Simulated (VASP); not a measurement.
Here is a VASP 6.6.1 calculation.

The input INCAR:

```
SYSTEM = Ag
PREC = Accurate ; ENCUT = 600
EDIFF = 1E-6 ; ISMEAR = 1
SIGMA = 0.1 ; LREAL = .False.
LASPH = .True. ; NELM = 80
ALGO = Normal ; ISIF = 3
LWAVE = .False. ; LCHARG = .False.
IBRION = 2 ; NSW = 80
EDIFFG = -0.02
```

The input KPOINTS:

```
regular mesh
0
Gamma
  10 10 5
  0 0 0
```

File POSCAR:

```
Ag
1.0
    2.8900000000      0.0000000000      0.0000000000
   -1.4450000000      2.5028134169      0.0000000000
    0.0000000000      0.0000000000      4.7193700000
Ag
2
Direct
    0.3333333333      0.6666666667      0.2500000000
    0.6666666667      0.3333333333      0.7500000000
```

Potentials or basis: VASP PAW LDA potentials, release 64 (Ag).

Launch:

```console
$ cat potpaw_LDA.64/Ag/POTCAR > POTCAR
$ mpirun -np 1 vasp_std > vasp.out
```

Q: Predict the space group after relaxing (to 0.05 Å).

A: P6_3/mmc (No. 194).

Q: What does it give for the band gap on the k mesh?

A: Zero (band 11 reaches 11.66 eV, above the bottom of band 12 at 5.70 eV).

Q: What does it give for the relaxed cell?

A: a = 2.844 Å, b = 2.844 Å, c = 4.594 Å, α = 90.00°, β = 90.00°, γ = 120.00°.

Final structure:
```
CELL_PARAMETERS angstrom
2.84408 0.00000 0.00000
-1.42204 2.46305 0.00000
0.00000 0.00000 4.59406
ATOMIC_POSITIONS crystal
Ag 0.33333 0.66667 0.25000
Ag 0.66667 0.33333 0.75000
```
